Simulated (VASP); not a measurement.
# TiCo (Pm-3m) in VASP: a series of runs

Aim: see how the results for TiCo move with the level of theory and the settings. Levels: r2SCAN, PBE. Tasks: single point, relaxation of cell and atoms.

All numbers are computed with VASP 6.6.1; they aren't measurements. Logs are shortened: lines on timing, memory, paths and dates and some standing lists are left out, and cuts for length are marked.

### Step 1. The cell of the first run

The structure is cubic, space group Pm-3m (No. 221). The conventional cell has a = 2.985 Å, b = 2.985 Å, c = 2.985 Å, α = 90.00°, β = 90.00°, γ = 90.00°. Ti (site symmetry m-3m) has 8 Co at 2.59 Å and 6 Ti at 2.99 Å within 3.4 Å. Within 3.4 Å of Co (site symmetry m-3m) lie 8 Ti at 2.59 Å and 6 Co at 2.99 Å.

### Step 2. Single point, r2SCAN, collinear spin, ferromagnetic start

Contents of POSCAR:

```
TiCo
1.0
    2.9850974201      0.0000000000      0.0000000000
    0.0000000000      2.9850974201      0.0000000000
    0.0000000000      0.0000000000      2.9850974201
Ti Co
1 1
Direct
    0.0000000000      0.0000000000      0.0000000000
    0.5000000000      0.5000000000      0.5000000000
```

Contents of INCAR.step1:

```
SYSTEM = TiCo
PREC = Accurate
ENCUT = 520
ISMEAR = 0
SIGMA = 0.1
LREAL = .False.
LASPH = .True.
NELM = 150
ISPIN = 2
MAGMOM = 1 3
LMAXMIX = 4
NBANDS = 22
GGA = PE
ALGO = Normal
EDIFF = 1E-4
LWAVE = .True.
LCHARG = .False.
```

Contents of INCAR.step2:

```
SYSTEM = TiCo
PREC = Accurate
ENCUT = 520
EDIFF = 1E-6
ISMEAR = 0
SIGMA = 0.1
LREAL = .False.
LASPH = .True.
NELM = 150
ALGO = Normal
ISIF = 2
LWAVE = .False.
LCHARG = .True.
ISPIN = 2
MAGMOM = 1 3
LORBIT = 11
LMAXMIX = 4
METAGGA = R2SCAN
LMIXTAU = .True.
LELF = .True.
LVHAR = .True.
NBANDS = 22
ISTART = 1
```

Contents of KPOINTS:

```
Automatic mesh
0
Gamma
  18 18 18
  0 0 0
```

Potentials or basis: VASP PAW PBE potentials, release 64 (Ti_sv, Co).

Run with:

```bash
$ cat potpaw_PBE.64/Ti_sv/POTCAR potpaw_PBE.64/Co/POTCAR > POTCAR
$ cp INCAR.step1 INCAR
$ mpirun -np 1 vasp_std > vasp.out
$ cp INCAR.step2 INCAR
$ mpirun -np 1 vasp_std > vasp.out
```

OUTCAR:

```text
SYSTEM = TiCo
   PREC = Accurate
   ENCUT = 520
   EDIFF = 1E-6
   ISMEAR = 0
   LREAL = .False.
   LASPH = .True.
   NELM = 150
   ISIF = 2
   ISPIN = 2
   LORBIT = 11
   METAGGA = R2SCAN
   ISTART = 1

 ion  position               nearest neighbor table
   1  0.000  0.000  0.000-   2 2.59   2 2.59   2 2.59   2 2.59   2 2.59   2 2.59   2 2.59   2 2.59

   2  0.500  0.500  0.500-   1 2.59   1 2.59   1 2.59   1 2.59   1 2.59   1 2.59   1 2.59   1 2.59

  LATTYP: Found a simple cubic cell.
 ALAT       =     2.9850974201

  Lattice vectors:

 A1 = (   2.9850974201,   0.0000000000,   0.0000000000)
 A2 = (   0.0000000000,   2.9850974201,   0.0000000000)
 A3 = (   0.0000000000,   0.0000000000,   2.9850974201)

Analysis of symmetry for initial positions (statically):
=====================================================================
 Subroutine PRICEL returns:
 Original cell was already a primitive cell.

 Routine SETGRP: Setting up the symmetry group for a
 simple cubic supercell.

 Subroutine GETGRP returns: Found 48 space group operations
 (whereof 48 operations were pure point group operations)
 out of a pool of 48 trial point group operations.

The static configuration has the point symmetry O_h .

Analysis of symmetry for dynamics (positions and initial velocities):
=====================================================================
 Subroutine PRICEL returns:
 Original cell was already a primitive cell.

 Routine SETGRP: Setting up the symmetry group for a
 simple cubic supercell.

 Subroutine GETGRP returns: Found 48 space group operations
 (whereof 48 operations were pure point group operations)
 out of a pool of 48 trial point group operations.

The dynamic configuration has the point symmetry O_h .

Analysis of structural, dynamic, and magnetic symmetry:
=====================================================================
 Subroutine PRICEL returns:
 Original cell was already a primitive cell.

 Routine SETGRP: Setting up the symmetry group for a
 simple cubic supercell.

 Subroutine GETGRP returns: Found 48 space group operations
 (whereof 48 operations were pure point group operations)
 out of a pool of 48 trial point group operations.

The overall configuration has the point symmetry O_h .

 Subroutine INISYM returns: Found 48 space group operations
 (whereof 48 operations are pure point group operations),
 and found     1 'primitive' translations

----------------------------------------------------------------------------------------

                                     Primitive cell

  volume of cell :      26.5996

  direct lattice vectors                    reciprocal lattice vectors
     2.985097420  0.000000000  0.000000000     0.334997442  0.000000000  0.000000000
     0.000000000  2.985097420  0.000000000     0.000000000  0.334997442  0.000000000
     0.000000000  0.000000000  2.985097420     0.000000000  0.000000000  0.334997442

  length of vectors
     2.985097420  2.985097420  2.985097420     0.334997442  0.334997442  0.334997442

  position of ions in fractional coordinates (direct lattice)
     0.000000000  0.000000000  0.000000000
     0.500000000  0.500000000  0.500000000

  ion indices of the primitive-cell ions
   primitive index   ion index
                 1           1
                 2           2

----------------------------------------------------------------------------------------

 KPOINTS: Automatic mesh

Automatic generation of k-mesh.
 Grid dimensions read from file:
 generate k-points for:   18   18   18

 Generating k-lattice:

  Cartesian coordinates                     Fractional coordinates (reciprocal lattice)
     0.018610969  0.000000000  0.000000000     0.055555556  0.000000000  0.000000000
     0.000000000  0.018610969  0.000000000     0.000000000  0.055555556  0.000000000
     0.000000000  0.000000000  0.018610969     0.000000000  0.000000000  0.055555556

  Length of vectors
     0.018610969  0.018610969  0.018610969

  Shift w.r.t. Gamma in fractional coordinates (k-lattice)
     0.000000000  0.000000000  0.000000000

 Subroutine IBZKPT returns following result:
 ===========================================

 Found    220 irreducible k-points:

 Following reciprocal coordinates:
            Coordinates               Weight
  0.000000  0.000000  0.000000      1.000000
  0.055556  0.000000  0.000000      6.000000
  0.111111  0.000000  0.000000      6.000000
  0.166667  0.000000  0.000000      6.000000
  0.222222  0.000000  0.000000      6.000000
  0.277778  0.000000  0.000000      6.000000
[... 16 lines left out ...]
  0.277778  0.111111  0.000000     24.000000
  0.333333  0.111111  0.000000     24.000000
 [... further k-points ...]
   k-points           NKPTS =    220   k-points in BZ     NKDIM =    220   number of bands    NBANDS=     22
   number of dos      NEDOS =    301   number of ions     NIONS =      2
   total plane-waves  NPLWV =  13824
   dimension x,y,z NGX =    24 NGY =   24 NGZ =   24
   dimension x,y,z NGXF=    48 NGYF=   48 NGZF=   48
   ions per type =               1   1
   NGX,Y,Z   is equivalent  to a cutoff of  13.37, 13.37, 13.37 a.u.
   NGXF,Y,Z  is equivalent  to a cutoff of  26.73, 26.73, 26.73 a.u.
 SYSTEM =  TiCo
   PREC   = accura    normal or accurate (medium, high low for compatibility)
   ISTART =      1    job   : 0-new  1-cont  2-samecut
   ICHARG =      0    charge: 1-file 2-atom 10-const
   ISPIN  =      2    spin polarized calculation?
   LNONCOLLINEAR =      F non collinear calculations
   LSORBIT =      F    spin-orbit coupling
   LASPH  =      T    aspherical Exc in radial PAW
   ENCUT  =  520.0 eV  38.22 Ry    6.18 a.u.   5.55  5.55  5.55*2*pi/ulx,y,z
   NELM   =    150;   NELMIN=  2; NELMDL=  0     # of ELM steps
   EDIFF  = 0.1E-05   stopping-criterion for ELM
   LREAL  =      F    real-space projection
   EDIFFG = 0.1E-04   stopping-criterion for IOM
   NSW    =      0    number of steps for IOM
   IBRION =     -1    ionic relax: 0-MD 1-quasi-New 2-CG
   NFREE  =      0    steps in history (QN), initial steepest desc. (CG)
   ISIF   =      2    stress and relaxation
   ISYM   =      2    0-nonsym 1-usesym 2-fastsym
   POTIM  = 0.5000    time-step for ionic-motion
   TEBEG  =    0.0;   TEEND  =   0.0 temperature during run
   PSTRESS=    0.0 pullay stress
   NELECT =      21.0000    total number of electrons
   NUPDOWN=      -1.0000    fix difference up-down
   EMIN   =  10.00;   EMAX   =-10.00  energy-range for DOS
   EFERMI =   0.00;   METHOD = LEGACY
   ISMEAR =     0;   SIGMA  =   0.10  broadening in eV -4-tet -1-fermi 0-gaus
   EFERMI_NEDOS =   21; number of points for ismear=-14 and -15
   IALGO  =     38    algorithm
   IMIX   =      4    mixing-type and parameters
     AMIX     =   0.40;   BMIX     =  1.00
     AMIX_MAG =   1.60;   BMIX_MAG =  1.00
  volume/ion in A,a.u.               =      13.30        89.75
  Fermi-wavevector in a.u.,A,eV,Ry     =   1.513060  2.859268 31.148496  2.289350
  Thomas-Fermi vector in A             =   2.622901
   LORBIT       =     11    0 simple, 1 ext, 2 COOP (PROOUT), +10 PAW based schemes
   METAGGA = R2SCAN    functional components
   LHFCALC =     F    Hartree Fock is set to
   AEXX    =    0.0000 exact exchange contribution
   IVDW    =     0    specifies the selected vdW correction
   LEPSILON=     F    determine dielectric tensor
   LRPA    =     F    only Hartree local field effects (RPA)
 spin polarized calculation
 Gauss-broadening in eV      SIGMA  =   0.10
  energy-cutoff  :      520.00
  volume of cell :       26.60
 maximum number of plane-waves:       739
 NGX is ok and might be reduce to    24
   NGX = 11   NGY = 11   NGZ = 11

 number of electron      20.9999984 magnetization       0.8915198

 Free energy of the ion-electron system (eV)
  ---------------------------------------------------
  ext. energy  EPLUGINS =         0.00000000
  ---------------------------------------------------
  free energy    TOTEN  =       -27.02486842 eV

  energy without entropy =      -27.01782227  energy(sigma->0) =      -27.02134534

 E-fermi :   9.9182     XC(G=0): -13.6468

 val. band max:        9.9159248657   @ k =   0.3333   0.2778   0.2778
 cond. band min:       9.9182827189   @ k =   0.3889   0.1111   0.0000
 fundamental gap:      0.0023578533
 Fermi energy:         9.9182268878

 spin component 1

 k-point     1 :       0.0000    0.0000    0.0000
  band No.  band energies     occupation
      1     -49.4136      1.00000
      2     -24.4664      1.00000
      3     -24.4664      1.00000
      4     -24.4663      1.00000
      5       1.9774      1.00000
      6       5.1889      1.00000
[... 14 lines left out ...]
     21      30.2868      0.00000
     22      31.8220      0.00000

 k-point     2 :       0.0556    0.0000    0.0000
  band No.  band energies     occupation
      1     -49.4127      1.00000
      2     -24.4757      1.00000
      3     -24.4657      1.00000
      4     -24.4657      1.00000
      5       2.0407      1.00000
      6       5.2097      1.00000
[... 14 lines left out ...]
     21      30.4731      0.00000
     22      31.6349      0.00000

 k-point     3 :       0.1111    0.0000    0.0000
  band No.  band energies     occupation
      1     -49.4098      1.00000
      2     -24.5025      1.00000
      3     -24.4637      1.00000
      4     -24.4637      1.00000
      5       2.2285      1.00000
      6       5.2708      1.00000
[... 14 lines left out ...]
     21      31.0806      0.00000
     22      31.1875      0.00000
[... 476 lines left out ...]
 k-point    23 :       0.2778    0.1111    0.0000
  band No.  band energies     occupation
      1     -49.3911      1.00000
      2     -24.6414      1.00000
      3     -24.4870      1.00000
      4     -24.4497      1.00000
      5       3.6460      1.00000
      6       5.6742      1.00000
[... 14 lines left out ...]
     21      28.7140      0.00000
     22      30.3399      0.00000

 k-point    24 :       0.3333    0.1111    0.0000
  band No.  band energies     occupation
      1     -49.3859      1.00000
      2     -24.6900      1.00000
      3     -24.4827      1.00000
      4     -24.4458      1.00000
      5       4.1729      1.00000
      6       5.8010      1.00000
[... 14 lines left out ...]
     21      28.7957      0.00000
     22      29.8309      0.00000

 [... further k-points ...]

 spin component 2

 k-point     1 :       0.0000    0.0000    0.0000
  band No.  band energies     occupation
      1     -49.7100      1.00000
      2     -24.7520      1.00000
      3     -24.7520      1.00000
      4     -24.7520      1.00000
      5       1.5440      1.00000
      6       6.4823      1.00000
[... 14 lines left out ...]
     21      30.6132      0.00000
     22      31.5942      0.00000

 k-point     2 :       0.0556    0.0000    0.0000
  band No.  band energies     occupation
      1     -49.7090      1.00000
      2     -24.7619      1.00000
      3     -24.7513      1.00000
      4     -24.7513      1.00000
      5       1.6084      1.00000
      6       6.5100      1.00000
[... 14 lines left out ...]
     21      30.7989      0.00000
     22      31.3881      0.00000

 k-point     3 :       0.1111    0.0000    0.0000
  band No.  band energies     occupation
      1     -49.7059      1.00000
      2     -24.7904      1.00000
      3     -24.7492      1.00000
      4     -24.7492      1.00000
      5       1.7997      1.00000
      6       6.5858      1.00000
[... 14 lines left out ...]
     21      30.8966      0.00000
     22      31.4038      0.00000
[... 476 lines left out ...]
 k-point    23 :       0.2778    0.1111    0.0000
  band No.  band energies     occupation
      1     -49.6859      1.00000
      2     -24.9383      1.00000
      3     -24.7742      1.00000
      4     -24.7346      1.00000
      5       3.2666      1.00000
      6       6.9430      1.00000
[... 14 lines left out ...]
     21      28.6856      0.00000
     22      30.0720      0.00000

 k-point    24 :       0.3333    0.1111    0.0000
  band No.  band energies     occupation
      1     -49.6804      1.00000
      2     -24.9899      1.00000
      3     -24.7698      1.00000
      4     -24.7306      1.00000
      5       3.8428      1.00000
      6       6.8644      1.00000
[... 14 lines left out ...]
     21      28.8794      0.00000
     22      29.5121      0.00000

 [... further k-points ...]

------------------------ aborting loop because EDIFF is reached ----------------------------------------

  FORCE on cell =-STRESS in cart. coord.  units (eV):
  Direction    XX          YY          ZZ          XY          YZ          ZX
  --------------------------------------------------------------------------------------
  -------------------------------------------------------------------------------------
  Total        0.1373519      0.1373519      0.1373519      0.0000000     -0.0000000      0.0000000
  in kB        8.2731279      8.2731279      8.2731279      0.0000000     -0.0000000      0.0000000
  external PRESSURE =       8.2731279 kB  Pullay stress =       0.0000000 kB

 VOLUME and BASIS-vectors are now :
 -----------------------------------------------------------------------------
  energy-cutoff  :      520.00
  volume of cell :       26.60
      direct lattice vectors                 reciprocal lattice vectors
     2.985097420  0.000000000  0.000000000     0.334997442  0.000000000  0.000000000
     0.000000000  2.985097420  0.000000000     0.000000000  0.334997442  0.000000000
     0.000000000  0.000000000  2.985097420     0.000000000  0.000000000  0.334997442

 POSITION                                       TOTAL-FORCE (eV/Angst)
 -----------------------------------------------------------------------------------
      0.00000      0.00000      0.00000         0.000000      0.000000      0.000000
      1.49255      1.49255      1.49255         0.000000      0.000000      0.000000
 -----------------------------------------------------------------------------------
    total drift:                                0.000000      0.000000     -0.000000

  FREE ENERGIE OF THE ION-ELECTRON SYSTEM (eV)
  ---------------------------------------------------
  free  energy   TOTEN  =       -27.0248684190 eV

  energy  without entropy=      -27.0178222659  energy(sigma->0) =      -27.02134534

 total charge

# of ion       s       p       d       tot
------------------------------------------
    1        2.244   6.198   1.805  10.247
    2        0.559   0.526   7.240   8.325
--------------------------------------------------
tot          2.803   6.724   9.045  18.572

 magnetization (x)

# of ion       s       p       d       tot
------------------------------------------
    1       -0.008  -0.038  -0.235  -0.281
    2        0.043  -0.031   1.359   1.372
--------------------------------------------------
tot          0.035  -0.069   1.125   1.091
```

It took 4.3 min on 1 thread of Intel Xeon 6975P-C (Granite Rapids), shared host; peak memory 0.31 GiB.

Results:

- Free energy: -27.0249 eV
- Pressure: 0.8 GPa
- Net moment: 0.89 μB per cell
- Site moments: Ti -0.28; Co +1.37 μB
- Valence electrons inside the program's atomic spheres: Ti 10.25; Co 8.32

Levels at points of the mesh, in eV from the Fermi level:
Spin up:
| k point | band 9 | band 10 | band 11 | band 12 | band 13 | band 14 |
| --- | --- | --- | --- | --- | --- | --- |
| (0.00, 0.00, 0.00) | -2.36 | -2.36 | 0.55 | 0.55 | 2.90 | 2.90 |
| (0.50, 0.00, 0.00) | -2.51 | -2.06 | -1.22 | -0.31 | 0.86 | 0.87 |
| (0.50, 0.50, 0.00) | -2.37 | -1.27 | 0.65 | 0.65 | 1.30 | 2.57 |
| (0.50, 0.50, 0.50) | -2.35 | -2.08 | -2.08 | -2.08 | 3.69 | 3.69 |
Spin down:
```tsv
k point	band 7	band 8	band 9	band 10	band 11	band 12	band 13	band 14
(0.00, 0.00, 0.00)	-3.44	-1.44	-1.44	-1.44	1.57	1.58	2.88	2.88
(0.50, 0.00, 0.00)	-1.56	-1.56	-1.20	-1.01	-0.91	0.69	0.69	1.46
(0.50, 0.50, 0.00)	-2.46	-2.46	0.24	0.24	1.00	1.09	1.27	2.71
(0.50, 0.50, 0.50)	-2.57	-2.34	-2.34	-2.34	1.04	1.04	3.26	3.26
```

Caveat: the PAW data sets were made with another functional, which shifts forces and pressure a little.

### Step 3. Relaxation of cell and atoms, PBE, collinear spin, ferromagnetic start

This run uses another cell than the first one, of 13.16 Å³/atom.

Contents of INCAR:

```
  ALGO = Fast
  EDIFF = 1E-6
  EDIFFG = -0.01
  ENCUT = 600
  GGA = PE
  IBRION = 2
  ISIF = 3
  ISMEAR = 0
  ISPIN = 2
  LASPH = T
  LCHARG = F
  LMAXMIX = 4
  LORBIT = 11
  LREAL = F
  LWAVE = F
  MAGMOM = 0 0.58
  NELM = 150
  NSW = 100
  PREC = Accurate
  SIGMA = 0.1
```

Contents of KPOINTS:

```
k-points
0
Gamma
  18 18 18
```

Contents of POSCAR:

```
TiCo
1.0
    2.9744454290      0.0000000000      0.0000000000
    0.0000000000      2.9744454290      0.0000000000
    0.0000000000      0.0000000000      2.9744454290
Ti Co
1 1
Direct
    0.0000000000      0.0000000000      0.0000000000
    0.5000000000      0.5000000000      0.5000000000
```

Potentials or basis: VASP PAW PBE potentials, release 64 (Ti_sv, Co).

Run with:

```bash
$ cat potpaw_PBE.64/Ti_sv/POTCAR potpaw_PBE.64/Co/POTCAR > POTCAR
$ mpirun -np 1 vasp_std > vasp.out
```

Run time: 13 min. Hardware: 1 thread of Oxide Virtual Turin-like, shared host; peak memory 0.27 GiB.

It converged, with:

```yaml
Free_energy: -15.6796 eV
Relaxed_volume: 13.26 Å³/atom
Relaxed_cell: a = 2.982 Å, b = 2.982 Å, c = 2.982 Å, α = 90.00°, β = 90.00°, γ = 90.00°
Space_group_after_relaxing_to_0.1_Å: Pm-3m (No. 221)
Energy_gained_by_relaxing: 0.4 meV/atom
Ionic_steps: 3
Pressure_after_relaxing: 0.1 GPa
Net_moment: 0.85 μB per cell
Site_moments: Ti -0.03; Co +0.93 μB
Valence_electrons_inside_the_program's_atomic_spheres: Ti 10.29; Co 8.29
```

Step by step:
| step | energy change (eV) | largest force (eV/Å) | pressure (GPa) | volume (Å³) |
| --- | --- | --- | --- | --- |
| 1 | 0.0000 | 0.0000 | 1.22 | 26.32 |
| 2 | -0.0001 | 0.0000 | -1.13 | 26.70 |
| 3 | -0.0007 | 0.0000 | 0.07 | 26.51 |

Final structure:
```cif
data_structure
_symmetry_space_group_name_H-M 'P 1'
_symmetry_Int_Tables_number 1
_cell_length_a 2.9818
_cell_length_b 2.9818
_cell_length_c 2.9818
_cell_angle_alpha 90.000
_cell_angle_beta 90.000
_cell_angle_gamma 90.000
_cell_volume 26.51
loop_
_atom_site_label
_atom_site_type_symbol
_atom_site_fract_x
_atom_site_fract_y
_atom_site_fract_z
_atom_site_occupancy
Ti1 Ti 0.00000 0.00000 0.00000 1
Co1 Co 0.50000 0.50000 0.50000 1
```

Levels at points of the mesh, in eV from the Fermi level:
Spin up:
```
           k point  band 7  band 8  band 9  band 10  band 11  band 12  band 13  band 14
(0.00, 0.00, 0.00)   -4.20   -1.89   -1.89    -1.89     0.47     0.47     2.67     2.67
(0.50, 0.00, 0.00)   -3.11   -2.00   -2.00    -1.53    -0.71    -0.61     0.66     0.66
(0.50, 0.50, 0.00)   -2.74   -2.74   -1.52    -0.79     0.64     0.64     1.10     2.45
(0.50, 0.50, 0.50)   -2.81   -2.10   -2.10    -2.10    -1.49    -1.49     3.20     3.20
```
Spin down:
```tsv
k point	band 8	band 9	band 10	band 11	band 12	band 13
(0.00, 0.00, 0.00)	-1.34	-1.34	-1.34	1.03	1.03	2.77
(0.50, 0.00, 0.00)	-1.42	-1.42	-0.90	-0.82	0.59	0.66
(0.50, 0.50, 0.00)	-2.31	-0.01	0.29	0.61	0.61	1.26
(0.50, 0.50, 0.50)	-2.10	-2.10	-2.10	0.02	0.02	3.14
```
